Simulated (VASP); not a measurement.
# Ru (Im-3m) in VASP: notebook, part 2 of 2

VASP 6.6.1.

## Step 3: Single point, PBEsol

INCAR reads:

```
SYSTEM = Ru
PREC     = Accurate       ! precision mode
ENCUT    = 520            ! plane-wave cutoff, eV
EDIFF    = 1E-6           ! SCF threshold, eV
ISMEAR   = -1             ! smearing method
SIGMA    = 0.05           ! smearing width, eV
LREAL    = .False.        ! projectors in reciprocal space
LASPH    = .True.         ! aspherical terms in the spheres
NELM     = 80             ! most SCF steps
ALGO     = Normal         ! electronic algorithm
ISIF     = 2              ! what is computed and relaxed
LWAVE    = .False.        ! write WAVECAR
LCHARG   = .True.         ! write CHGCAR
GGA      = PS             ! functional
LELF     = .True.         ! ELF
LVHAR    = .True.       
NBANDS   = 13             ! bands
```

KPOINTS reads:

```
regular mesh
0
Gamma
  20 20 20
  0 0 0
```

POSCAR reads:

```
Ru
1.0
   -1.3450479947      1.3450479947      1.3450479947
    1.3450479947     -1.3450479947      1.3450479947
    1.3450479947      1.3450479947     -1.3450479947
Ru
1
Direct
    0.0000000000      0.0000000000      0.0000000000
```

Potentials or basis: VASP PAW PBE potentials, release 64 (Ru_pv).

Command:

```bash
$ cat potpaw_PBE.64/Ru_pv/POTCAR > POTCAR
$ mpirun -np 1 vasp_std > vasp.out
```

OUTCAR:

```text
SYSTEM = Ru
   PREC = Accurate
   ENCUT = 520
   EDIFF = 1E-6
   ISMEAR = -1
   LREAL = .False.
   LASPH = .True.
   NELM = 80
   ISIF = 2
   GGA = PS

 ion  position               nearest neighbor table
   1  0.000  0.000  0.000-

  LATTYP: Found a body centered cubic cell.
 ALAT       =     2.6900959894

  Lattice vectors:

 A1 = (  -1.3450479947,   1.3450479947,   1.3450479947)
 A2 = (   1.3450479947,  -1.3450479947,   1.3450479947)
 A3 = (   1.3450479947,   1.3450479947,  -1.3450479947)

Analysis of symmetry for initial positions (statically):
=====================================================================
 Subroutine PRICEL returns:
 Original cell was already a primitive cell.

 Routine SETGRP: Setting up the symmetry group for a
 body centered cubic supercell.

 Subroutine GETGRP returns: Found 48 space group operations
 (whereof 48 operations were pure point group operations)
 out of a pool of 48 trial point group operations.

The static configuration has the point symmetry O_h .

Analysis of symmetry for dynamics (positions and initial velocities):
=====================================================================
 Subroutine PRICEL returns:
 Original cell was already a primitive cell.

 Routine SETGRP: Setting up the symmetry group for a
 body centered cubic supercell.

 Subroutine GETGRP returns: Found 48 space group operations
 (whereof 48 operations were pure point group operations)
 out of a pool of 48 trial point group operations.

The dynamic configuration has the point symmetry O_h .

 Subroutine INISYM returns: Found 48 space group operations
 (whereof 48 operations are pure point group operations),
 and found     1 'primitive' translations

----------------------------------------------------------------------------------------

                                     Primitive cell
[... 114 lines left out ...]
   GGA     = PS    functional components
   LHFCALC =     F    Hartree Fock is set to
   AEXX    =    0.0000 exact exchange contribution
   IVDW    =     0    specifies the selected vdW correction
   LEPSILON=     F    determine dielectric tensor
   LRPA    =     F    only Hartree local field effects (RPA)
 non-spin polarized calculation
  energy-cutoff  :      520.00
  volume of cell :        9.73
 maximum number of plane-waves:       276
 NGX is ok and might be reduce to    18
   NGX =  9   NGY =  9   NGZ =  9

 number of electron      13.9999995 magnetization

 Free energy of the ion-electron system (eV)
  ---------------------------------------------------
  ext. energy  EPLUGINS =         0.00000000
  ---------------------------------------------------
  free energy    TOTEN  =        -7.30004290 eV

  energy without entropy =       -7.28989729  energy(sigma->0) =       -7.29497009

 E-fermi :  19.9961     XC(G=0): -16.4266

 val. band max:       19.9951836425   @ k =   0.3000   0.1000   0.1000
 cond. band min:      19.9987903518   @ k =   0.2000   0.0500   0.0500
 fundamental gap:      0.0036067092
 Fermi energy:        19.9961337035

 k-point     1 :       0.0000    0.0000    0.0000
  band No.  band energies     occupation
      1     -22.5388      2.00000
      2     -22.5388      2.00000
      3     -22.5388      2.00000
      4       9.9244      2.00000
      5      15.3179      2.00000
      6      15.3179      2.00000
      7      15.3179      2.00000
      8      19.6905      1.99558
      9      19.6905      1.99558
     10      30.0972      0.00000
     11      36.8406      0.00000
     12      36.8406      0.00000
     13      36.8406      0.00000
[... 354 lines left out ...]
  band No.  band energies     occupation
      1     -24.6411      2.00000
      2     -23.2181      2.00000
      3     -22.6737      2.00000
      4      11.8437      2.00000
      5      13.3473      2.00000
      6      16.2965      2.00000
      7      18.8348      2.00000
      8      20.5063      0.00007
      9      21.5959      0.00000
     10      30.0961      0.00000
     11      37.0131      0.00000
     12      39.5272      0.00000
     13      43.9828      0.00000

 [... further k-points ...]

------------------------ aborting loop because EDIFF is reached ----------------------------------------

  FORCE on cell =-STRESS in cart. coord.  units (eV):
  Direction    XX          YY          ZZ          XY          YZ          ZX
  --------------------------------------------------------------------------------------
  -------------------------------------------------------------------------------------
  Total       14.7548023     14.7548023     14.7548023      0.0000000      0.0000000     -0.0000000
  in kB     2428.6819305   2428.6819305   2428.6819305      0.0000000      0.0000000     -0.0000000
  external PRESSURE =    2428.6819305 kB  Pullay stress =       0.0000000 kB

 VOLUME and BASIS-vectors are now :
 -----------------------------------------------------------------------------
  energy-cutoff  :      520.00
  volume of cell :        9.73
      direct lattice vectors                 reciprocal lattice vectors
    -1.345047995  1.345047995  1.345047995     0.000000000  0.371733947  0.371733947
     1.345047995 -1.345047995  1.345047995     0.371733947  0.000000000  0.371733947
     1.345047995  1.345047995 -1.345047995     0.371733947  0.371733947  0.000000000

 POSITION                                       TOTAL-FORCE (eV/Angst)
 -----------------------------------------------------------------------------------
      0.00000      0.00000      0.00000        -0.000000      0.000000     -0.000000
 -----------------------------------------------------------------------------------
    total drift:                                0.000000      0.000000      0.000000

  FREE ENERGIE OF THE ION-ELECTRON SYSTEM (eV)
  ---------------------------------------------------
  free  energy   TOTEN  =        -7.3000428991 eV

  energy  without entropy=       -7.2898972888  energy(sigma->0) =       -7.29497009
```

stdout:

```text
POSCAR found type information on POSCAR Ru
 POSCAR found :  1 types and       1 ions
 scaLAPACK will be used
 -----------------------------------------------------------------------------
|                                                                             |
|                                                                             |
|     You enforced a specific xc type in the INCAR file but a different       |
|     I HOPE YOU KNOW WHAT YOU ARE DOING!                                     |
|                                                                             |
 -----------------------------------------------------------------------------

 LDA part: xc-table for (Slater+PW92), standard interpolation
 POSCAR, INCAR and KPOINTS ok, starting setup
 FFT: planning ... GRIDC
 FFT: planning ... GRID_SOFT
 FFT: planning ... GRID
 WAVECAR not read
 entering main loop
```

Run time: 32 s. Hardware: 1 thread of Intel Xeon 8259CL, shared host; peak memory 0.15 GiB.

Results:

```yaml
Free_energy: -7.3000 eV
Pressure: 242.9 GPa
Band_gap_on_the_k_mesh: zero (bands 7 and 8 overlap by 6.69 eV)
```

Levels at points of the mesh, in eV from the Fermi level:
| k point | band 5 | band 6 | band 7 | band 8 | band 9 | band 10 |
| --- | --- | --- | --- | --- | --- | --- |
| (0.00, 0.00, 0.00) | -4.68 | -4.68 | -4.68 | -0.31 | -0.31 | 10.10 |
| (0.50, 0.00, 0.00) | -7.64 | -0.09 | 0.72 | 2.13 | 4.40 | 10.10 |
| (0.50, 0.50, 0.50) | -10.58 | 3.23 | 3.23 | 3.23 | 10.10 | 11.90 |

Caveat: the cell stands under pressure; the PAW data sets were made with another functional, which shifts forces and pressure a little.

## Step 4: Relaxation of cell and atoms, PBEsol, target pressure 240 GPa, at which the enthalpy is minimised

INCAR reads:

```
PREC = Accurate
ENCUT = 600
EDIFF = 1E-6
ISMEAR = -1
SIGMA = 0.05
LREAL = False
LASPH = True
NELM = 80
ALGO = Normal
ISIF = 3
LWAVE = False
LCHARG = False
GGA = PS
IBRION = 2
NSW = 60
EDIFFG = -0.005
PSTRESS = 2400.0
```

KPOINTS reads:

```
regular mesh
0
Gamma
  20 20 20
```

POSCAR reads:

```
Ru
1.0
   -1.3445531968      1.3445531968      1.3445531968
    1.3445531968     -1.3445531968      1.3445531968
    1.3445531968      1.3445531968     -1.3445531968
Ru
1
Direct
    0.0000000000      0.0000000000      0.0000000000
```

Command:

```bash
$ cat potpaw_PBE.64/Ru_pv/POTCAR > POTCAR
$ mpirun -np 1 vasp_std > vasp.out
```

Run time: 78 s. Hardware: 1 thread of Intel Xeon 8259CL, shared host; peak memory 0.16 GiB.

It converged, with:

```yaml
Free_energy: -7.3348 eV
Relaxed_volume: 9.76 Å³/atom
Relaxed_cell: a = 2.332 Å, b = 2.332 Å, c = 2.332 Å, α = 109.47°, β = 109.47°, γ = 109.47°
Space_group_after_relaxing_to_0.1_Å: Im-3m (No. 229)
Energy_change_on_relaxing_the_run_minimises_the_enthalpy: -50.8 meV/atom
Ionic_steps: 3
Pressure_after_relaxing: 239.9 GPa
Band_gap_on_the_k_mesh: zero (bands 7 and 8 overlap by 6.66 eV)
```

Step by step:
```tsv
step	energy change (eV)	largest force (eV/Å)	pressure (GPa)	volume (Å³)
1	0.0000	0.0000	244.24	9.72
2	-0.5075	0.0000	200.62	10.09
3	-0.0508	0.0000	239.92	9.76
```

Final structure:
```
CELL_PARAMETERS angstrom
-1.34610 1.34610 1.34610
1.34610 -1.34610 1.34610
1.34610 1.34610 -1.34610
ATOMIC_POSITIONS crystal
Ru 0.00000 0.00000 0.00000
```

Levels at points of the mesh, in eV from the Fermi level:
```
           k point  band 4  band 5  band 6  band 7  band 8  band 9  band 10  band 11
(0.00, 0.00, 0.00)  -10.06   -4.66   -4.66   -4.66   -0.30   -0.30    10.10    16.85
(0.50, 0.00, 0.00)   -9.73   -7.61   -0.09    0.72    2.12    4.39    10.10    13.58
(0.50, 0.50, 0.50)  -10.55  -10.55    3.22    3.22    3.22   10.10    11.88    11.88
```

Caveat: the cell is relaxed towards a set pressure, so the run minimises the enthalpy, not the energy; the PAW data sets were made with another functional, which shifts forces and pressure a little.

## Step 5: Relaxation of cell and atoms, PBEsol, target pressure 240 GPa, at which the enthalpy is minimised

INCAR: that of step 4 with these lines changed.

```diff
@@ -2,3 +2,3 @@
 ENCUT = 600
-EDIFF = 1E-6
+EDIFF = 1E-7
 ISMEAR = -1
@@ -14,3 +14,3 @@
 IBRION = 2
-NSW = 60
+NSW = 32
 EDIFFG = -0.005
```

KPOINTS reads:

```
Automatic mesh
0
Gamma
  20 20 20
```

POSCAR reads:

```
Ru
1.0
   -1.3449923303      1.3449923303      1.3449923303
    1.3449923303     -1.3449923303      1.3449923303
    1.3449923303      1.3449923303     -1.3449923303
Ru
1
Direct
    0.0000000000      0.0000000000      0.0000000000
```

Command:

```bash
$ cat potpaw_PBE.64/Ru_pv/POTCAR > POTCAR
$ mpirun -np 1 vasp_std > vasp.out
```

It took 78 s on 1 thread of Intel Xeon 8259CL, shared host; peak memory 0.16 GiB.

It converged, with:

| Property | Result |
| --- | --- |
| Free energy | -7.3344 eV |
| Relaxed volume | 9.76 Å³/atom |
| Relaxed cell | a = 2.331 Å, b = 2.331 Å, c = 2.331 Å, α = 109.47°, β = 109.47°, γ = 109.47° |
| Space group after relaxing (to 0.1 Å) | Im-3m (No. 229) |
| Energy change on relaxing (the run minimises the enthalpy) | -35.8 meV/atom |
| Ionic steps | 3 |
| Pressure after relaxing | 239.9 GPa |
| Band gap on the k mesh | zero (bands 7 and 8 overlap by 6.66 eV) |

Step by step:
```csv
step,energy change (eV),largest force (eV/Å),pressure (GPa),volume (Å³)
1,0.0000,0.0000,243.01,9.73
2,-0.3685,0.0000,211.45,9.99
3,-0.0358,0.0000,239.95,9.76
```

Final structure:
```
CELL_PARAMETERS angstrom
-1.34609 1.34609 1.34609
1.34609 -1.34609 1.34609
1.34609 1.34609 -1.34609
ATOMIC_POSITIONS crystal
Ru 0.00000 0.00000 0.00000
```

Levels at points of the mesh, in eV from the Fermi level:
```tsv
k point	band 5	band 6	band 7	band 8	band 9	band 10
(0.00, 0.00, 0.00)	-4.66	-4.66	-4.66	-0.30	-0.30	10.10
(0.50, 0.00, 0.00)	-7.61	-0.09	0.72	2.12	4.39	10.10
(0.50, 0.50, 0.50)	-10.55	3.22	3.22	3.22	10.10	11.88
```

Caveat: the cell is relaxed towards a set pressure, so the run minimises the enthalpy, not the energy; the PAW data sets were made with another functional, which shifts forces and pressure a little.
